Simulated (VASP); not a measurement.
# Be (P6_3/mmc) in VASP: further runs, part 2 of 2

VASP 6.6.1. The steps go on from the part before.

## 3. Single point, PBEsol (strain +0.025 along x and y, +0.000 along z)

INCAR

```
PREC = Accurate ; ENCUT = 520
EDIFF = 1E-6 ; ISMEAR = 0
SIGMA = 0.15 ; LREAL = F
LASPH = T ; NELM = 60
ALGO = Fast ; ISIF = 2
LWAVE = F ; LCHARG = F
GGA = PS ; NBANDS = 9
```

KPOINTS

```
Automatic mesh
0
Gamma
  24 24 14
```

POSCAR

```
Be
1.0
    2.3569895345      0.0000000000      0.0000000000
   -1.1784947673      2.0412128133      0.0000000000
    0.0000000000      0.0000000000      3.6009000000
Be
2
Direct
    0.3333333333      0.6666666667      0.2500000000
    0.6666666667      0.3333333333      0.7500000000
```

Potentials or basis: VASP PAW PBE potentials, release 64 (Be).

Started as:

```sh
cat potpaw_PBE.64/Be/POTCAR > POTCAR
mpirun -np 1 vasp_std > vasp.out
```

It took 25 s on 1 thread of AMD EPYC 9R45 (Zen 5), shared host; peak memory 0.14 GiB.

The run converged. Its results:

```
Free energy            : -7.9345 eV
Pressure               : -9.9 GPa
Band gap on the k mesh : zero (band 2 reaches 7.22 eV, above the bottom of band 3 at 5.12 eV)
```

Stress tensor (GPa, compression positive):
```
-12.18   0.00   0.00
  0.00 -12.18   0.00
  0.00   0.00  -5.22
```

Levels at points of the mesh, in eV from the Fermi level:
| k point | band 1 | band 2 | band 3 | band 4 | band 5 | band 6 | band 7 |
| --- | --- | --- | --- | --- | --- | --- | --- |
| (0.00, 0.00, 0.00) | -10.74 | -3.76 | 1.44 | 14.43 | 14.43 | 17.25 | 17.25 |
| (0.50, 0.00, 0.00) | -4.69 | -3.06 | 3.57 | 6.39 | 6.62 | 8.43 | 9.71 |
| (0.00, 0.00, 0.50) | -8.57 | -8.57 | 10.94 | 10.94 | 16.07 | 16.07 | 16.07 |
| (0.50, 0.00, 0.50) | -3.31 | -3.31 | 1.33 | 1.33 | 11.00 | 11.00 | 14.91 |

Caveat: the cell differs from its parent crystal (strain +0.025 along x and y, +0.000 along z); the PAW data sets were made with another functional, which shifts forces and pressure a little.

## 4. Single point, PBEsol (strain +0.050 along x and y, -0.025 along z)

INCAR

```
PREC = Accurate
ENCUT = 520
EDIFF = 1E-7
ISMEAR = 0
SIGMA = 0.15
LREAL = F
LASPH = T
NELM = 100
ALGO = Normal
ISIF = 2
LWAVE = F
LCHARG = F
GGA = PS
NBANDS = 9
```

KPOINTS is that of step 3.

POSCAR

```
Be
1.0
    2.4144770842      0.0000000000      0.0000000000
   -1.2072385421      2.0909984917      0.0000000000
    0.0000000000      0.0000000000      3.5108775000
Be
2
Direct
    0.3333333333      0.6666666667      0.2500000000
    0.6666666667      0.3333333333      0.7500000000
```

Potentials or basis: VASP PAW PBE potentials, release 64 (Be).

Started as:

```sh
cat potpaw_PBE.64/Be/POTCAR > POTCAR
mpirun -np 1 vasp_std > vasp.out
```

OUTCAR:

```text
PREC = Accurate
   ENCUT = 520
   EDIFF = 1E-7
   ISMEAR = 0
   LREAL = F
   LASPH = T
   NELM = 100
   ISIF = 2
   GGA = PS

 ion  position               nearest neighbor table
   1  0.333  0.667  0.250-   2 2.24   2 2.24   2 2.24   2 2.24   2 2.24   2 2.24
   2  0.667  0.333  0.750-   1 2.24   1 2.24   1 2.24   1 2.24   1 2.24   1 2.24

  LATTYP: Found a hexagonal cell.
 ALAT       =     2.4144770842
 C/A-ratio  =     1.4540943557

  Lattice vectors:

 A1 = (   2.4144770842,   0.0000000000,   0.0000000000)
 A2 = (  -1.2072385421,   2.0909984917,   0.0000000000)
 A3 = (   0.0000000000,   0.0000000000,   3.5108775000)

Analysis of symmetry for initial positions (statically):
=====================================================================
 Subroutine PRICEL returns:
 Original cell was already a primitive cell.

 Routine SETGRP: Setting up the symmetry group for a
 hexagonal supercell.

 Subroutine GETGRP returns: Found 24 space group operations
 (whereof 12 operations were pure point group operations)
 out of a pool of 24 trial point group operations.

[... 164 lines left out ...]

 E-fermi :   5.9827     XC(G=0): -10.2357

 val. band max:        5.9120378233   @ k =   0.2917   0.1250   0.0714
 cond. band min:       5.9952804615   @ k =   0.2917   0.0417   0.0000
 fundamental gap:      0.0832426382
 Fermi energy:         5.9827076420

 k-point     1 :       0.0000    0.0000    0.0000
  band No.  band energies     occupation
      1      -4.6036      2.00000
      2       2.7930      2.00000
      3       8.2166      0.00000
      4      19.2777      0.00000
      5      19.2777      0.00000
      6      22.3057      0.00000
      7      22.3057      0.00000
      8      26.3094      0.00000
      9      30.1286      0.00000
[... 265 lines left out ...]
 k-point    24 :       0.4583    0.0417    0.0000
  band No.  band energies     occupation
      1       1.1234      2.00000
      2       2.9674      2.00000
      3       9.5717      0.00000
      4      12.7459      0.00000
      5      12.8760      0.00000
      6      13.1912      0.00000
      7      16.4142      0.00000
      8      21.6730      0.00000
      9      23.1308      0.00000

 [... further k-points ...]
[... 5 lines left out ...]
  --------------------------------------------------------------------------------------
  -------------------------------------------------------------------------------------
  Total       -1.8792687     -1.8792687      0.1547089     -0.0000000     -0.0000000      0.0000000
  in kB     -169.8662018   -169.8662018     13.9840649     -0.0000000     -0.0000000      0.0000000
  external PRESSURE =    -108.5827795 kB  Pullay stress =       0.0000000 kB

 VOLUME and BASIS-vectors are now :
 -----------------------------------------------------------------------------
  energy-cutoff  :      520.00
  volume of cell :       17.73
      direct lattice vectors                 reciprocal lattice vectors
     2.414477084  0.000000000  0.000000000     0.414168354  0.239120211  0.000000000
    -1.207238542  2.090998492  0.000000000     0.000000000  0.478240421  0.000000000
     0.000000000  0.000000000  3.510877500     0.000000000  0.000000000  0.284829078

 POSITION                                       TOTAL-FORCE (eV/Angst)
 -----------------------------------------------------------------------------------
     -0.00000      1.39400      0.87772        -0.000000      0.000000      0.000000
      1.20724      0.69700      2.63316         0.000000     -0.000000      0.000000
 -----------------------------------------------------------------------------------
    total drift:                                0.000000     -0.000000      0.000000

  FREE ENERGIE OF THE ION-ELECTRON SYSTEM (eV)
  ---------------------------------------------------
  free  energy   TOTEN  =        -7.8625726381 eV

  energy  without entropy=       -7.8613869588  energy(sigma->0) =       -7.86197980
```

Wall time 26 s (1 thread of AMD EPYC 9R45 (Zen 5), shared host); peak memory 0.14 GiB.

What came out:

```yaml
Free_energy: -7.8626 eV
Pressure: -10.9 GPa
Band_gap_on_the_k_mesh: zero (band 2 reaches 7.04 eV, above the bottom of band 3 at 4.67 eV)
```

Levels at points of the mesh, in eV from the Fermi level:
| k point | band 1 | band 2 | band 3 | band 4 | band 5 | band 6 | band 7 |
| --- | --- | --- | --- | --- | --- | --- | --- |
| (0.00, 0.00, 0.00) | -10.59 | -3.19 | 2.23 | 13.29 | 13.29 | 16.32 | 16.32 |
| (0.50, 0.00, 0.00) | -4.74 | -3.23 | 3.68 | 6.57 | 7.12 | 7.60 | 9.90 |
| (0.00, 0.00, 0.50) | -8.30 | -8.30 | 12.19 | 12.19 | 15.12 | 15.12 | 15.12 |
| (0.50, 0.00, 0.50) | -3.28 | -3.28 | 1.18 | 1.18 | 10.34 | 10.34 | 15.31 |

Caveat: the cell differs from its parent crystal (strain +0.050 along x and y, -0.025 along z); the PAW data sets were made with another functional, which shifts forces and pressure a little.

## 5. Overview

| cell | gap on the mesh (eV) | pressure (GPa) |
| --- | --- | --- |
| a = 2.414, b = 2.414, c = 3.421 Å, angles 90.0, 90.0, 120.0°, 2 atoms | none | -7.9 |
| a = 2.357, b = 2.357, c = 3.601 Å, angles 90.0, 90.0, 120.0°, 2 atoms | none | -9.9 |
| a = 2.414, b = 2.414, c = 3.511 Å, angles 90.0, 90.0, 120.0°, 2 atoms | none | -10.9 |

Alike in all rows: task single point; level PBEsol; potentials or basis VASP PAW PBE potentials, release 64 (Be); no spin polarisation; k mesh 24 × 24 × 14; cutoff (eV) 520; smearing gaussian 0.15 eV.

Caveats: the PAW data sets were made with another functional, which shifts forces and pressure a little.

Total energies depend on the potentials used, so only differences within one code and one set of settings carry meaning.
